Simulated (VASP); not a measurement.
# Hf (I4/mmm) in VASP: notebook, part 2 of 3

VASP 6.6.1.

**3. Electric field gradients, LDA (zz strain of +1 %)**

Contents of INCAR:

```
PREC = Accurate
ENCUT = 520
EDIFF = 1E-8
ISMEAR = -1
SIGMA = 0.03
LREAL = False
LASPH = True
NELM = 60
ALGO = Normal
ISIF = 2
LWAVE = False
LCHARG = False
LEFG = True
NBANDS = 11
```

Contents of KPOINTS:

```
Automatic mesh
0
Gamma
  13 13 13
```

Contents of POSCAR:

```
Hf
1.0
    0.0000000000      2.2200000000      2.2422000000
    2.2200000000      0.0000000000      2.2422000000
    2.2200000000      2.2200000000      0.0000000000
Hf
1
Direct
    0.0000000000      0.0000000000      0.0000000000
```

Potentials or basis: VASP PAW LDA potentials, release 64 (Hf_pv).

The run is started by

```sh
cat potpaw_LDA.64/Hf_pv/POTCAR > POTCAR
mpirun -np 1 vasp_std > vasp.out
```

OUTCAR:

```text
PREC = Accurate
   ENCUT = 520
   EDIFF = 1E-8
   ISMEAR = -1
   LREAL = False
   LASPH = True
   NELM = 60
   ISIF = 2

 ion  position               nearest neighbor table
   1  0.000  0.000  0.000-

  LATTYP: Found a body centered tetragonal cell.
 ALAT       =     3.1395541085
 C/A-ratio  =     1.4283556980

  Lattice vectors:

 A1 = (  -2.2200000000,   0.0000000000,   2.2422000000)
 A2 = (   2.2200000000,   0.0000000000,   2.2422000000)
 A3 = (   0.0000000000,   2.2200000000,  -2.2422000000)

Analysis of symmetry for initial positions (statically):
=====================================================================
 Subroutine PRICEL returns:
 Original cell was already a primitive cell.

 Routine SETGRP: Setting up the symmetry group for a
 body centered tetragonal supercell.

 Subroutine GETGRP returns: Found 16 space group operations
 (whereof 16 operations were pure point group operations)
 out of a pool of 16 trial point group operations.

The static configuration has the point symmetry D_4h.

Analysis of symmetry for dynamics (positions and initial velocities):
=====================================================================
 Subroutine PRICEL returns:
 Original cell was already a primitive cell.

 Routine SETGRP: Setting up the symmetry group for a
 body centered tetragonal supercell.

 Subroutine GETGRP returns: Found 16 space group operations
 (whereof 16 operations were pure point group operations)
 out of a pool of 16 trial point group operations.

The dynamic configuration has the point symmetry D_4h.

 Subroutine INISYM returns: Found 16 space group operations
 (whereof 16 operations are pure point group operations),
 and found     1 'primitive' translations

----------------------------------------------------------------------------------------

                                     Primitive cell

  volume of cell :      22.1009

  direct lattice vectors                    reciprocal lattice vectors
     0.000000000  2.220000000  2.242200000    -0.225225225  0.225225225  0.222995273
     2.220000000  0.000000000  2.242200000     0.225225225 -0.225225225  0.222995273
     2.220000000  2.220000000  0.000000000     0.225225225  0.225225225 -0.222995273

  length of vectors
     3.155290928  3.155290928  3.139554108     0.388818333  0.388818333  0.388818333

  position of ions in fractional coordinates (direct lattice)
     0.000000000  0.000000000  0.000000000

  ion indices of the primitive-cell ions
   primitive index   ion index
                 1           1

----------------------------------------------------------------------------------------

 KPOINTS: Automatic mesh

Automatic generation of k-mesh.
 Grid dimensions read from file:
 generate k-points for:   13   13   13

 Generating k-lattice:

  Cartesian coordinates                     Fractional coordinates (reciprocal lattice)
    -0.017325017  0.017325017  0.017153483     0.076923077  0.000000000  0.000000000
     0.017325017 -0.017325017  0.017153483     0.000000000  0.076923077  0.000000000
[... 65 lines left out ...]
   ISYM   =      2    0-nonsym 1-usesym 2-fastsym
   POTIM  = 0.5000    time-step for ionic-motion
   TEBEG  =    0.0;   TEEND  =   0.0 temperature during run
   PSTRESS=    0.0 pullay stress
   NELECT =      10.0000    total number of electrons
   NUPDOWN=      -1.0000    fix difference up-down
   EMIN   =  10.00;   EMAX   =-10.00  energy-range for DOS
   EFERMI =   0.00;   METHOD = LEGACY
   ISMEAR =    -1;   SIGMA  =   0.03  broadening in eV -4-tet -1-fermi 0-gaus
   EFERMI_NEDOS =   21; number of points for ismear=-14 and -15
   IALGO  =     38    algorithm
   IMIX   =      4    mixing-type and parameters
     AMIX     =   0.40;   BMIX     =  1.00
     AMIX_MAG =   1.60;   BMIX_MAG =  1.00
  volume/ion in A,a.u.               =      22.10       149.14
  Fermi-wavevector in a.u.,A,eV,Ry     =   1.256815  2.375036 21.491549  1.579584
  Thomas-Fermi vector in A             =   2.390505
   LORBIT       =      0    0 simple, 1 ext, 2 COOP (PROOUT), +10 PAW based schemes
   GGA     = CA    functional components
   LHFCALC =     F    Hartree Fock is set to
   AEXX    =    0.0000 exact exchange contribution
   IVDW    =     0    specifies the selected vdW correction
   LEPSILON=     F    determine dielectric tensor
   LRPA    =     F    only Hartree local field effects (RPA)
 non-spin polarized calculation
  energy-cutoff  :      520.00
  volume of cell :       22.10
 maximum number of plane-waves:       609
   NGX = 11   NGY = 11   NGZ = 11

 number of electron      10.0000000 magnetization

 number of electron       9.9999999 magnetization

 Free energy of the ion-electron system (eV)
  ---------------------------------------------------
  ext. energy  EPLUGINS =         0.00000000
  ---------------------------------------------------
  free energy    TOTEN  =       -10.60374028 eV

  energy without entropy =      -10.59896547  energy(sigma->0) =      -10.60135287

 E-fermi :   4.6913     XC(G=0): -11.5282

 val. band max:        4.6873850649   @ k =  -0.3846   0.3077   0.2308
 cond. band min:       4.6997709061   @ k =   0.3077   0.0000   0.0000
 fundamental gap:      0.0123858412
 Fermi energy:         4.6913217933

 k-point     1 :       0.0000    0.0000    0.0000
  band No.  band energies     occupation
      1     -25.1214      2.00000
      2     -25.1214      2.00000
      3     -25.1212      2.00000
      4      -2.4870      2.00000
      5       5.9529      0.00000
      6       6.0705      0.00000
      7       6.0705      0.00000
      8       8.7358      0.00000
      9       8.9059      0.00000
     10      16.1663      0.00000
     11      16.8472      0.00000
[... 309 lines left out ...]
 k-point    24 :       0.4615    0.1538    0.0000
  band No.  band energies     occupation
      1     -25.8740      2.00000
      2     -25.3373      2.00000
      3     -25.2750      2.00000
      4       1.5363      2.00000
      5       4.2801      2.00000
      6       5.2804      0.00000
      7       6.6742      0.00000
      8      10.7366      0.00000
      9      11.0534      0.00000
     10      14.3131      0.00000
     11      16.8550      0.00000

 [... further k-points ...]
[... 5 lines left out ...]
  --------------------------------------------------------------------------------------
  -------------------------------------------------------------------------------------
  Total       -0.8766067     -0.8766067     -0.9235898      0.0000000      0.0000000      0.0000000
  in kB      -63.5484684    -63.5484684    -66.9544435      0.0000000      0.0000000      0.0000000
  external PRESSURE =     -64.6837934 kB  Pullay stress =       0.0000000 kB

 VOLUME and BASIS-vectors are now :
 -----------------------------------------------------------------------------
  energy-cutoff  :      520.00
  volume of cell :       22.10
      direct lattice vectors                 reciprocal lattice vectors
     0.000000000  2.220000000  2.242200000    -0.225225225  0.225225225  0.222995273
     2.220000000  0.000000000  2.242200000     0.225225225 -0.225225225  0.222995273
     2.220000000  2.220000000  0.000000000     0.225225225  0.225225225 -0.222995273

 POSITION                                       TOTAL-FORCE (eV/Angst)
 -----------------------------------------------------------------------------------
      0.00000      0.00000      0.00000        -0.000000      0.000000      0.000000
 -----------------------------------------------------------------------------------
    total drift:                               -0.000000      0.000000      0.000000

  FREE ENERGIE OF THE ION-ELECTRON SYSTEM (eV)
  ---------------------------------------------------
  free  energy   TOTEN  =       -10.6037402819 eV

  energy  without entropy=      -10.5989654651  energy(sigma->0) =      -10.60135287

 Electric field gradients (V/A^2)
---------------------------------------------------------------------
 ion       V_xx      V_yy      V_zz      V_xy      V_xz      V_yz
---------------------------------------------------------------------
   1       4.568     4.568    -9.136    -0.000    -0.000    -0.000
---------------------------------------------------------------------

 Electric field gradients after diagonalization (V/A^2)
 (convention: |V_zz| > |V_xx| > |V_yy|)
----------------------------------------------------------------------
 ion       V_xx      V_yy      V_zz     asymmetry (V_yy - V_xx)/ V_zz
----------------------------------------------------------------------
   1       4.568     4.568    -9.136       0.000
----------------------------------------------------------------------

           NMR quadrupolar parameters

 Cq : quadrupolar parameter    Cq=e*Q*V_zz/h
 eta: asymmetry parameters     (V_yy - V_xx)/ V_zz
 Q  : nuclear electric quadrupole moment in mb (millibarn)
----------------------------------------------------------------------
 ion       Cq(MHz)       eta       Q (mb)
----------------------------------------------------------------------
   1      -0.022       0.000       1.000
----------------------------------------------------------------------
```

OSZICAR:

```text
N       E                     dE             d eps       ncg     rms          rms(c)
DAV:   1     0.123587663763E+02    0.12359E+02   -0.56964E+03  4320   0.839E+02
DAV:   2    -0.105193296208E+02   -0.22878E+02   -0.22207E+02  5413   0.155E+02
DAV:   3    -0.109654278995E+02   -0.44610E+00   -0.44108E+00  5448   0.148E+01
DAV:   4    -0.109670439961E+02   -0.16161E-02   -0.16150E-02  5086   0.105E+00
DAV:   5    -0.109670520254E+02   -0.80293E-05   -0.80285E-05  5370   0.652E-02    0.457E+01
DAV:   6    -0.106994260290E+02    0.26763E+00   -0.21825E-01  4930   0.332E+00    0.272E+01
DAV:   7    -0.106082021950E+02    0.91224E-01   -0.34014E-01  4924   0.393E+00    0.136E+00
DAV:   8    -0.106037175823E+02    0.44846E-02   -0.24965E-02  4895   0.109E+00    0.800E-02
DAV:   9    -0.106037416030E+02   -0.24021E-04   -0.32035E-04  5142   0.149E-01    0.472E-02
DAV:  10    -0.106037410726E+02    0.53041E-06   -0.20350E-05  5005   0.325E-02    0.462E-02
DAV:  11    -0.106037402786E+02    0.79391E-06   -0.20658E-06  5073   0.109E-02    0.309E-03
DAV:  12    -0.106037402819E+02   -0.32736E-08   -0.32350E-08  4951   0.160E-03
   1 F= -.10603740E+02 E0= -.10601353E+02  d E =-.477482E-02
```

stdout:

```text
POSCAR found type information on POSCAR Hf
 POSCAR found :  1 types and       1 ions
 scaLAPACK will be used
 LDA part: xc-table for (Slater(with rela. corr.)+CA(PZ))
 , standard interpolation
 POSCAR, INCAR and KPOINTS ok, starting setup
 FFT: planning ... GRIDC
 FFT: planning ... GRID_SOFT
 FFT: planning ... GRID
 WAVECAR not read
 entering main loop
ion   1
```

Run time: 21 s. Hardware: 1 thread of Intel Xeon Platinum 8259CL at 2.50GHz (Skylake/Cascade Lake), shared host; peak memory 0.16 GiB.

Results:

```
Free energy            : -10.6037 eV
Pressure               : -6.5 GPa
Band gap on the k mesh : zero (band 5 reaches 5.95 eV, above the bottom of band 6 at 4.11 eV)
```

Stress tensor (GPa, compression positive):
```
-6.35  0.00  0.00
 0.00 -6.35  0.00
 0.00  0.00 -6.70
```

Electric field gradients, principal values (V/Å²):
| atom | least | middle | greatest (by size) |
| --- | --- | --- | --- |
| 1 Hf | 4.568 | 4.568 | -9.136 |

Caveat: the cell differs from its parent crystal (zz strain of +1 %); without QUAD_EFG the Cq values of the log hold for a quadrupole moment of 1 mb, not for the nuclei; spin-orbit coupling is left out, which moves the levels of the heavy elements.

(Part 2 of 3 ends here.)
